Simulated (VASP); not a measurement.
# AlN (Pnma) in VASP: further runs

AlN is run at these levels: PBE; tasks: single point, relaxation of cell and atoms.

Everything below comes from runs of VASP 6.6.1. Logs are shortened: lines on timing, memory, paths and dates and some standing lists are left out, and cuts for length are marked.

**1. The cell of the first run**

It takes space group Pnma (No. 62, orthorhombic). The conventional cell has a = 5.091 Å, b = 3.110 Å, c = 5.227 Å, α = 90.00°, β = 90.00°, γ = 90.00°. Within 2.4 Å of Al (site symmetry m) lie 4 N at 1.82 Å. N (site symmetry m) has 4 Al at 1.82 Å within 2.4 Å.

**2. Single point, PBE**

File INCAR:

```
ALGO = Normal ; EDIFF = 1E-6
ENCUT = 520 ; GGA = PE
ISIF = 2 ; ISMEAR = 0
LASPH = True ; LCHARG = False
LREAL = False ; LWAVE = False
NBANDS = 26 ; NELM = 100
PREC = Accurate ; SIGMA = 0.1
```

File KPOINTS:

```
k-points
0
Gamma
  4 6 4
```

File POSCAR:

```
AlN
1.0
    5.0906470600      0.0000000000      0.0000000000
    0.0000000000      3.1097468000      0.0000000000
    0.0000000000      0.0000000000      5.2271591900
Al N
4 4
Direct
    0.8210678200      0.7500000000      0.4095370000
    0.6789321800      0.2500000000      0.9095370000
    0.3210678200      0.7500000000      0.0904630000
    0.1789321800      0.2500000000      0.5904630000
    0.8210678200      0.2500000000      0.5904630000
    0.6789321800      0.7500000000      0.0904630000
    0.3210678200      0.2500000000      0.9095370000
    0.1789321800      0.7500000000      0.4095370000
```

Potentials or basis: VASP PAW PBE potentials, release 64 (Al, N).

On the command line:

```
cat potpaw_PBE.64/Al/POTCAR potpaw_PBE.64/N/POTCAR > POTCAR
mpirun -np 1 vasp_std > vasp.out
```

OUTCAR:

```text
EDIFF = 1E-6
   ENCUT = 520
   GGA = PE
   ISIF = 2
   ISMEAR = 0
   LASPH = True
   LREAL = False
   NELM = 100
   PREC = Accurate

 ion  position               nearest neighbor table
   1  0.821  0.750  0.410-   6 1.82   5 1.82   5 1.82   8 1.82   4 2.58   4 2.58   3 3.04   3 3.04
                             2 3.13   2 3.13   2 3.13   2 3.13
   2  0.679  0.250  0.910-   5 1.82   6 1.82   6 1.82   7 1.82   3 2.58   3 2.58   4 3.04   4 3.04
                             1 3.13   1 3.13   1 3.13   1 3.13
   3  0.321  0.750  0.090-   8 1.82   7 1.82   7 1.82   6 1.82   2 2.58   2 2.58   1 3.04   1 3.04
                             4 3.13   4 3.13   4 3.13   4 3.13
   4  0.179  0.250  0.590-   7 1.82   8 1.82   8 1.82   5 1.82   1 2.58   1 2.58   2 3.04   2 3.04
                             3 3.13   3 3.13   3 3.13   3 3.13
   5  0.821  0.250  0.590-   2 1.82   1 1.82   1 1.82   4 1.82
   6  0.679  0.750  0.090-   1 1.82   2 1.82   2 1.82   3 1.82
   7  0.321  0.250  0.910-   4 1.82   3 1.82   3 1.82   2 1.82
   8  0.179  0.750  0.410-   3 1.82   4 1.82   4 1.82   1 1.82

  LATTYP: Found a simple orthorhombic cell.
 ALAT       =     3.1097468000
 B/A-ratio  =     1.6369972822
 C/A-ratio  =     1.6808954317

  Lattice vectors:

 A1 = (   0.0000000000,  -3.1097468000,   0.0000000000)
 A2 = (   5.0906470600,   0.0000000000,   0.0000000000)
 A3 = (   0.0000000000,   0.0000000000,   5.2271591900)

Analysis of symmetry for initial positions (statically):
=====================================================================
 Subroutine PRICEL returns:
 Original cell was already a primitive cell.

 Routine SETGRP: Setting up the symmetry group for a
 simple orthorhombic supercell.

 Subroutine GETGRP returns: Found  8 space group operations
 (whereof  2 operations were pure point group operations)
 out of a pool of  8 trial point group operations.

The static configuration has the point symmetry S_2 .
 The point group associated with its full space group is D_2h.

Analysis of symmetry for dynamics (positions and initial velocities):
=====================================================================
 Subroutine PRICEL returns:
 Original cell was already a primitive cell.

 Routine SETGRP: Setting up the symmetry group for a
 simple orthorhombic supercell.

 Subroutine GETGRP returns: Found  8 space group operations
 (whereof  2 operations were pure point group operations)
 out of a pool of  8 trial point group operations.

The dynamic configuration has the point symmetry S_2 .
 The point group associated with its full space group is D_2h.

 Subroutine INISYM returns: Found  8 space group operations
 (whereof  2 operations are pure point group operations),
 and found     1 'primitive' translations

----------------------------------------------------------------------------------------

                                     Primitive cell

  volume of cell :      82.7492

  direct lattice vectors                    reciprocal lattice vectors
     5.090647060  0.000000000  0.000000000     0.196438682  0.000000000  0.000000000
     0.000000000  3.109746800  0.000000000     0.000000000  0.321569589  0.000000000
     0.000000000  0.000000000  5.227159190     0.000000000  0.000000000  0.191308503

  length of vectors
     5.090647060  3.109746800  5.227159190     0.196438682  0.321569589  0.191308503

  position of ions in fractional coordinates (direct lattice)
     0.821067820  0.750000000  0.409537000
     0.678932180  0.250000000  0.909537000
     0.321067820  0.750000000  0.090463000
     0.178932180  0.250000000  0.590463000
     0.821067820  0.250000000  0.590463000
     0.678932180  0.750000000  0.090463000
     0.321067820  0.250000000  0.909537000
     0.178932180  0.750000000  0.409537000

  ion indices of the primitive-cell ions
   primitive index   ion index
                 1           1
                 2           2
                 3           3
                 4           4
                 5           5
                 6           6
                 7           7
[... 47 lines left out ...]
   GGA     = PE    functional components
   LHFCALC =     F    Hartree Fock is set to
   AEXX    =    0.0000 exact exchange contribution
   IVDW    =     0    specifies the selected vdW correction
   LEPSILON=     F    determine dielectric tensor
   LRPA    =     F    only Hartree local field effects (RPA)
 non-spin polarized calculation
 Gauss-broadening in eV      SIGMA  =   0.10
  energy-cutoff  :      520.00
  volume of cell :       82.75
 maximum number of plane-waves:      2248
 NGX is ok and might be reduce to    40
   NGX = 19   NGY = 11   NGZ = 19

 number of electron      31.9999997 magnetization

 Free energy of the ion-electron system (eV)
  ---------------------------------------------------
  ext. energy  EPLUGINS =         0.00000000
  ---------------------------------------------------
  free energy    TOTEN  =       -57.26296788 eV

  energy without entropy =      -57.26296788  energy(sigma->0) =      -57.26296788

 E-fermi :   6.7017     XC(G=0): -10.7681

 val. band max:        6.2691258059   @ k =   0.0000   0.1667   0.0000
 cond. band min:      10.1769165322   @ k =   0.0000   0.0000   0.0000
 fundamental gap:      3.9077907263
 Fermi energy:         6.7017410702

 k-point     1 :       0.0000    0.0000    0.0000
  band No.  band energies     occupation
      1      -9.6693      2.00000
      2      -8.0545      2.00000
      3      -6.9261      2.00000
      4      -6.4397      2.00000
      5       0.7794      2.00000
      6       0.8642      2.00000
[... 18 lines left out ...]
     25      17.6759      0.00000
     26      18.0154      0.00000

 k-point     2 :       0.2500    0.0000    0.0000
  band No.  band energies     occupation
      1      -9.4805      2.00000
      2      -8.3635      2.00000
      3      -6.8178      2.00000
      4      -6.4827      2.00000
      5       0.4518      2.00000
      6       0.8777      2.00000
[... 18 lines left out ...]
     25      17.5009      0.00000
[... 608 lines left out ...]
     25      16.8249      0.00000
     26      16.8249      0.00000

 k-point    24 :       0.5000    0.5000    0.2500
  band No.  band energies     occupation
      1      -7.2129      2.00000
      2      -7.2129      2.00000
      3      -7.2129      2.00000
      4      -7.2129      2.00000
      5       0.5750      2.00000
      6       0.5750      2.00000
[... 18 lines left out ...]
     25      17.8503      0.00000
     26      17.8503      0.00000

 [... further k-points ...]

------------------------ aborting loop because EDIFF is reached ----------------------------------------

  FORCE on cell =-STRESS in cart. coord.  units (eV):
  Direction    XX          YY          ZZ          XY          YZ          ZX
  --------------------------------------------------------------------------------------
  -------------------------------------------------------------------------------------
  Total       19.8681289     15.1903452      9.7046726      0.0000000      0.0000000      0.0000000
  in kB      384.6837204    294.1131765    187.9004099      0.0000000      0.0000000      0.0000000
  external PRESSURE =     288.8991022 kB  Pullay stress =       0.0000000 kB

 VOLUME and BASIS-vectors are now :
 -----------------------------------------------------------------------------
  energy-cutoff  :      520.00
  volume of cell :       82.75
      direct lattice vectors                 reciprocal lattice vectors
     5.090647060  0.000000000  0.000000000     0.196438682  0.000000000  0.000000000
     0.000000000  3.109746800  0.000000000     0.000000000  0.321569589  0.000000000
     0.000000000  0.000000000  5.227159190     0.000000000  0.000000000  0.191308503

 POSITION                                       TOTAL-FORCE (eV/Angst)
 -----------------------------------------------------------------------------------
      4.17977      2.33231      2.14072        -1.044989      0.000000     -0.544966
      3.45620      0.77744      4.75429         1.044989      0.000000     -0.544966
      1.63444      2.33231      0.47286        -1.044989      0.000000      0.544966
      0.91088      0.77744      3.08644         1.044989     -0.000000      0.544966
      4.17977      0.77744      3.08644        -2.678951      0.000000      1.026833
      3.45620      2.33231      0.47286         2.678951      0.000000      1.026833
      1.63444      0.77744      4.75429        -2.678951     -0.000000     -1.026833
      0.91088      2.33231      2.14072         2.678951      0.000000     -1.026833
 -----------------------------------------------------------------------------------
    total drift:                               -0.000000      0.000000      0.000000

  FREE ENERGIE OF THE ION-ELECTRON SYSTEM (eV)
  ---------------------------------------------------
  free  energy   TOTEN  =       -57.2629678767 eV

  energy  without entropy=      -57.2629678766  energy(sigma->0) =      -57.26296788
```

Run time: 34 s. Hardware: 1 thread of AMD EPYC 9R45 (Zen 5), shared host; peak memory 0.18 GiB.

What came out:

| Item | Value |
| --- | --- |
| Free energy | -57.2630 eV |
| Pressure | 28.9 GPa |
| Largest force | 2.869 eV/Å |
| Band gap on the k mesh | 3.91 eV, indirect (least direct gap 4.02 eV) |

Forces on the atoms (eV/Å):
```
Al  -1.045  0.000 -0.545
Al   1.045  0.000 -0.545
Al  -1.045  0.000  0.545
Al   1.045  0.000  0.545
N   -2.679  0.000  1.027
N    2.679  0.000  1.027
N   -2.679  0.000 -1.027
N    2.679  0.000 -1.027
```

Stress tensor (GPa, compression positive):
```
38.47  0.00  0.00
 0.00 29.41  0.00
 0.00  0.00 18.79
```

Levels at points of the mesh, in eV from the valence-band top:
```tsv
k point	band 14	band 15	band 16	band 17	band 18	band 19
(0.00, 0.00, 0.00)	-0.72	-0.51	-0.12	3.91	6.14	6.24
(0.50, 0.00, 0.00)	-1.01	-0.73	-0.73	5.20	5.20	6.73
(0.00, 0.50, 0.00)	-1.97	-1.37	-1.37	5.24	5.24	6.97
(0.50, 0.50, 0.00)	-0.92	-0.92	-0.92	6.00	6.00	6.00
(0.00, 0.00, 0.50)	-0.80	-0.68	-0.68	5.89	5.89	7.54
(0.50, 0.00, 0.50)	-0.84	-0.77	-0.77	5.57	5.57	6.90
(0.00, 0.50, 0.50)	-0.88	-0.64	-0.64	5.90	5.90	6.57
(0.50, 0.50, 0.50)	-1.42	-1.42	-1.42	6.01	6.01	6.01
```

Caveat: forces of over 1 eV/Å act on the atoms, so gaps and moduli don't describe the material at rest.

**3. Single point, PBE**

This run uses another cell than the first one, of 12.10 Å³/atom, 1.170 times its volume.

File INCAR:

```
SYSTEM = AlN
ALGO = Normal
EDIFF = 1E-6
ENCUT = 520
GGA = PE
ISIF = 2
ISMEAR = 0
LASPH = .True.
LCHARG = .False.
LREAL = .False.
LWAVE = .False.
NBANDS = 26
NELM = 80
PREC = Accurate
SIGMA = 0.1
```

File KPOINTS:

```
k-points
0
Gamma
  4 6 4
  0 0 0
```

File POSCAR:

```
AlN
1.0
    5.7778375487      0.0000000000      0.0000000000
    0.0000000000      3.2024061547      0.0000000000
    0.0000000000      0.0000000000      5.2303917883
Al N
4 4
Direct
    0.8360691112      0.7500000000      0.4051494206
    0.6639308888      0.2500000000      0.9051494206
    0.3360691112      0.7500000000      0.0948505794
    0.1639308888      0.2500000000      0.5948505794
    0.8226118430      0.2500000000      0.5991012726
    0.6773881570      0.7500000000      0.0991012726
    0.3226118430      0.2500000000      0.9008987274
    0.1773881570      0.7500000000      0.4008987274
```

Potentials or basis: VASP PAW PBE potentials, release 64 (Al, N).

On the command line:

```
cat potpaw_PBE.64/Al/POTCAR potpaw_PBE.64/N/POTCAR > POTCAR
mpirun -np 1 vasp_std > vasp.out
```

Run time: 1.8 min. Hardware: 1 thread of AMD EPYC 7R13 (Zen 3), shared host; peak memory 0.19 GiB.

It converged, with:

- Free energy: -58.6384 eV
- Pressure: -0.2 GPa
- Largest force: 0.006 eV/Å
- Band gap on the k mesh: 3.47 eV, direct

Forces in eV/Å, atoms in the order of the input:
```
Al   0.002  0.000  0.004
Al  -0.002  0.000  0.004
Al   0.002  0.000 -0.004
Al  -0.002  0.000 -0.004
N   -0.006  0.000  0.002
N    0.006  0.000  0.002
N   -0.006  0.000 -0.002
N    0.006  0.000 -0.002
```

Stress tensor (GPa, compression positive):
```
-0.17  0.00  0.00
 0.00 -0.16  0.00
 0.00  0.00 -0.38
```

Levels at points of the mesh, in eV from the valence-band top:
```tsv
k point	band 13	band 14	band 15	band 16	band 17	band 18	band 19	band 20
(0.00, 0.00, 0.00)	-0.68	-0.16	-0.14	0.00	3.47	5.80	6.10	6.90
(0.50, 0.00, 0.00)	-0.57	-0.57	-0.35	-0.35	5.11	5.11	6.05	6.05
(0.00, 0.50, 0.00)	-1.73	-1.73	-0.90	-0.90	5.25	5.25	7.05	7.05
(0.50, 0.50, 0.00)	-0.87	-0.87	-0.87	-0.87	6.00	6.00	6.00	6.00
(0.00, 0.00, 0.50)	-0.67	-0.67	-0.43	-0.43	5.55	5.55	7.39	7.39
(0.50, 0.00, 0.50)	-0.51	-0.51	-0.44	-0.44	5.45	5.45	6.52	6.52
(0.00, 0.50, 0.50)	-0.68	-0.68	-0.13	-0.13	6.08	6.08	7.05	7.05
(0.50, 0.50, 0.50)	-1.10	-1.10	-1.10	-1.10	6.09	6.09	6.09	6.09
```

**4. Relaxation of cell and atoms, PBE**

File INCAR:

```
SYSTEM = AlN
PREC = Accurate ; ENCUT = 600
EDIFF = 1E-6 ; ISMEAR = 0
SIGMA = 0.1 ; LREAL = .FALSE.
LASPH = .TRUE. ; NELM = 80
ALGO = Normal ; ISIF = 3
LWAVE = .FALSE. ; LCHARG = .FALSE.
GGA = PE ; IBRION = 2
NSW = 90 ; EDIFFG = -0.04
```

File KPOINTS:

```
Automatic mesh
0
G
  4 6 4
  0 0 0
```

File POSCAR:

```
AlN
1.0
    5.0906470600      0.0000000000      0.0000000000
    0.0000000000      3.1097468000      0.0000000000
    0.0000000000      0.0000000000      5.2271591900
Al N
4 4
Direct
    0.8210678200      0.7500000000      0.4095370000
    0.6789321800      0.2500000000      0.9095370000
    0.3210678200      0.7500000000      0.0904630000
    0.1789321800      0.2500000000      0.5904630000
    0.8210678200      0.2500000000      0.5904630000
    0.6789321800      0.7500000000      0.0904630000
    0.3210678200      0.2500000000      0.9095370000
    0.1789321800      0.7500000000      0.4095370000
```

On the command line:

```
cat potpaw_PBE.64/Al/POTCAR potpaw_PBE.64/N/POTCAR > POTCAR
mpirun -np 1 vasp_std > vasp.out
```

It used 1600 s of CPU time on 1 thread of AMD EPYC 7R13 Processor (Zen 3), on a shared host.

Results (log left out):

| Item | Value |
| --- | --- |
| Free energy | -58.6287 eV |
| Relaxed volume | 12.03 Å³/atom |
| Relaxed cell | a = 5.739 Å, b = 3.211 Å, c = 5.223 Å, α = 90.00°, β = 90.00°, γ = 90.00° |
| Space group after relaxing (to 0.05 Å) | Pnma (No. 62) |
| Energy gained by relaxing | 170.1 meV/atom |
| Ionic steps | 21 |
| Pressure after relaxing | 0.2 GPa |
| Largest force after relaxing | 0.039 eV/Å |
| Band gap on the k mesh | 3.51 eV, direct |

Forces on the atoms (eV/Å):
```
Al  -0.016  0.000  0.010
Al   0.016  0.000  0.010
Al  -0.016  0.000 -0.010
Al   0.016  0.000 -0.010
N    0.012  0.000  0.037
N   -0.012  0.000  0.037
N    0.012  0.000 -0.037
N   -0.012  0.000 -0.037
```

Stress tensor (GPa, compression positive):
```
 0.23  0.00  0.00
 0.00 -0.17  0.00
 0.00  0.00  0.48
```

Step by step:
```
step  energy change (eV)  largest force (eV/Å)  pressure (GPa)  volume (Å³)
   1              0.0000                2.8692           28.80        82.75
   2              0.3464                2.5319          -15.98       106.99
   3             -1.1484                1.1026            1.51        92.48
   4             -1.1514                1.0471            2.32        92.07
   5             -1.1733                0.6867           -3.77        95.77
   6             -1.2413                0.3929           -1.27        93.97
   7             -1.2724                0.2735            0.39        93.37
   8             -1.2788                0.2564            1.53        92.96
   9             -1.2966                0.3449            0.24        93.91
  10             -1.2969                0.3929            0.06        94.06
  11             -1.3137                0.2743           -0.50        94.70
  12             -1.3265                0.2133           -1.39        95.74
  13             -1.3442                0.1427           -0.33        95.55
  14             -1.3517                0.0842            0.93        95.30
  15             -1.3547                0.1112            0.11        95.89
  16             -1.3548                0.0979            0.19        95.83
  17             -1.3561                0.0556           -0.21        96.13
  18             -1.3563                0.0711           -0.41        96.28
  19             -1.3576                0.0739           -0.22        96.24
  20             -1.3596                0.0922            0.34        96.11
  21             -1.3607                0.0392            0.18        96.24
```

Final structure:
```xyz
8
Lattice="5.7392 0.0000 0.0000 0.0000 3.2106 0.0000 0.0000 0.0000 5.2230" Properties=species:S:1:pos:R:3 pbc="T T T"
Al    4.8021    2.4079    2.1023
Al    3.8068    0.8026    4.7138
Al    1.9324    2.4079    0.5092
Al    0.9372    0.8026    3.1208
N     4.7050    0.8026    3.1048
N     3.9038    2.4079    0.4932
N     1.8354    0.8026    4.7298
N     1.0342    2.4079    2.1183
```

Levels at points of the mesh, in eV from the valence-band top:
| k point | band 14 | band 15 | band 16 | band 17 | band 18 | band 19 |
| --- | --- | --- | --- | --- | --- | --- |
| (0.00, 0.00, 0.00) | -0.15 | -0.14 | 0.00 | 3.51 | 5.85 | 6.08 |
| (0.50, 0.00, 0.00) | -0.52 | -0.37 | -0.37 | 5.16 | 5.16 | 6.09 |
| (0.00, 0.50, 0.00) | -1.73 | -0.91 | -0.91 | 5.37 | 5.37 | 7.09 |
| (0.50, 0.50, 0.00) | -0.85 | -0.85 | -0.85 | 6.05 | 6.05 | 6.05 |
| (0.00, 0.00, 0.50) | -0.61 | -0.46 | -0.46 | 5.58 | 5.58 | 7.37 |
| (0.50, 0.00, 0.50) | -0.53 | -0.44 | -0.44 | 5.51 | 5.51 | 6.57 |
| (0.00, 0.50, 0.50) | -0.66 | -0.13 | -0.13 | 6.14 | 6.14 | 7.03 |
| (0.50, 0.50, 0.50) | -1.07 | -1.07 | -1.07 | 6.08 | 6.08 | 6.08 |

Caveat: the volume moved by over 15 % at a fixed basis, so the end points are rough.

**5. Overview**

```tsv
task	cell	cutoff (eV)	gap on the mesh (eV)	pressure (GPa)	largest force (eV/Å)
single point	a = 5.091, b = 3.110, c = 5.227 Å, 8 atoms	520	3.91	28.9	2.87
single point	a = 5.778, b = 3.202, c = 5.230 Å, 8 atoms	520	3.47	-0.2	0.01
relaxation of cell and atoms	relaxed from a = 5.091, b = 3.110, c = 5.227 Å, 8 atoms	600	3.51	0.2	0.04
```

Alike in all rows: level PBE; potentials or basis VASP PAW PBE potentials, release 64 (Al, N); no spin polarisation; k mesh 4 × 6 × 4; smearing gaussian 0.1 eV.

Caveats: forces of over 1 eV/Å act on the atoms, so gaps and moduli don't describe the material at rest (some runs); the volume moved by over 15 % at a fixed basis, so the end points are rough (some runs).

Absolute energies hang on the potentials; compare differences alone.
